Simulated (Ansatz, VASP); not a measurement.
# MnSnS4: VASP beside Ansatz

```
CELL_PARAMETERS angstrom
0.00000 3.86569 3.86569
3.86569 0.00000 3.86569
3.86569 3.86569 0.00000
ATOMIC_POSITIONS crystal
Mn 0.00000 0.00000 0.00000
Sn 0.75000 0.75000 0.75000
S 0.37369 0.87893 0.37369
S 0.37369 0.37369 0.87893
S 0.37369 0.37369 0.37369
S 0.87893 0.37369 0.37369
```

Alike in both runs: functional PBE; k mesh 8 × 8 × 8; occupations gaussian, width 0.1 eV; collinear spin.

Ansatz relaxed the structure, and its values are those at the end. VASP's run is a single point on that final structure, the one shown.

|  | VASP | Ansatz |
| --- | --- | --- |
| version | VASP 6.6.1 | Ansatz 0.2.0 |
| potentials or method | VASP PAW PBE potentials, release 64 (Mn_pv, Sn_d, S), cutoff 520 eV | scalar-relativistic, plane waves, PAW |
| valence electrons in the cell | 51 | 53 |

|  | VASP | Ansatz | Ansatz less VASP |
| --- | --- | --- | --- |
| gap on the k mesh at the Fermi level (eV) | none | none | - |
| pressure (GPa) | -0.1 | 0.0 | +0.08 |
| net moment per atom (μB) | 0.83 | 0.83 | +0.001 |
| size of the moment on the site where the two differ most (μB) | 4.33 | 4.53 | +0.206 |

Site moments also hang on the region over which each program counts them. A gap of «none» marks a metal or a gap that the smearing closes. VASP's potentials hold 51 valence electrons a cell and Ansatz's 53, so a difference there can come from the potentials and not from the codes.
